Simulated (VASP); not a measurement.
Wanted: the native input for a VASP 6.6.1 run.

```yaml
Task: single point
Functional: PBEsol
Potentials_or_basis: VASP PAW PBE potentials, release 64 (Rb_sv, Br)
Cutoff: 520 eV
k_mesh: 10 × 10 × 10
Occupations: fermi-dirac, width 0.1 eV
Spin: no spin polarisation
Dipole_correction: no
Further_INCAR_settings: ALGO = Normal; EDIFF = 1e-07; NBANDS = 15
```

The structure of RbBr lies in POSCAR:

```
RbBr
1.0
    0.0000000000      3.4249237902      3.4249237902
    3.4249237902      0.0000000000      3.4249237902
    3.4249237902      3.4249237902      0.0000000000
Rb Br
1 1
Direct
    0.0000000000      0.0000000000      0.0000000000
    0.5000000000      0.5000000000      0.5000000000
```

One way to write it, as run:

INCAR

```
SYSTEM = RbBr
  ALGO = Normal
  EDIFF = 1E-7
  ENCUT = 520
  GGA = PS
  ISIF = 2
  ISMEAR = -1
  LASPH = .TRUE.
  LCHARG = .TRUE.
  LELF = .TRUE.
  LREAL = .FALSE.
  LVHAR = .TRUE.
  LWAVE = .FALSE.
  NBANDS = 15
  NELM = 100
  PREC = Accurate
  SIGMA = 0.1
```

KPOINTS

```
k-points
0
G
  10 10 10
  0 0 0
```

Potentials or basis: VASP PAW PBE potentials, release 64 (Rb_sv, Br).

Launch:

```console
$ cat potpaw_PBE.64/Rb_sv/POTCAR potpaw_PBE.64/Br/POTCAR > POTCAR
$ mpirun -np 1 vasp_std > vasp.out
```

It gave:

The pressure is 0.0 GPa and the band gap on the k mesh is 4.22 eV, direct.

Caveat: the PAW data sets were made with another functional, which shifts forces and pressure a little.

Run time: 33 s on 1 thread of AMD EPYC 9R45 96-Core Processor (Zen 5), on a shared host, peak memory 0.2 GiB.
